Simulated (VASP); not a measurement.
Here is a VASP 6.6.1 calculation.

The input INCAR:

```
  PREC = Accurate
  ENCUT = 520
  EDIFF = 1E-6
  ISMEAR = 0
  SIGMA = 0.05
  LREAL = False
  LASPH = True
  NELM = 100
  ALGO = Normal
  ISIF = 2
  LWAVE = False
  LCHARG = True
  GGA = PE
  LELF = True
  LVHAR = True
  NBANDS = 16
```

File KPOINTS:

```
regular mesh
0
Gamma
  9 9 6
```

POSCAR

```
MgO
1.0
    3.4988745436      0.0000000000      0.0000000000
   -1.7494372718      3.0301142394      0.0000000000
    0.0000000000      0.0000000000      3.9505792472
Mg O
2 2
Direct
    0.6666666667      0.3333333333      0.7500000000
    0.3333333333      0.6666666667      0.2500000000
    0.6666666667      0.3333333333      0.2500000000
    0.3333333333      0.6666666667      0.7500000000
```

Potentials or basis: VASP PAW PBE potentials, release 64 (Mg, O).

Launch:

```console
$ cat potpaw_PBE.64/Mg/POTCAR potpaw_PBE.64/O/POTCAR > POTCAR
$ mpirun -np 1 vasp_std > vasp.out
```

**Question.** Predict the pressure.

**Answer.** 13.4 GPa.

**Question.** What does it give for the band gap on the k mesh?

**Answer.** 3.74 eV, direct.

Stress tensor (GPa, compression positive):
```
 7.41  0.00  0.00
 0.00  7.41  0.00
 0.00  0.00 25.42
```
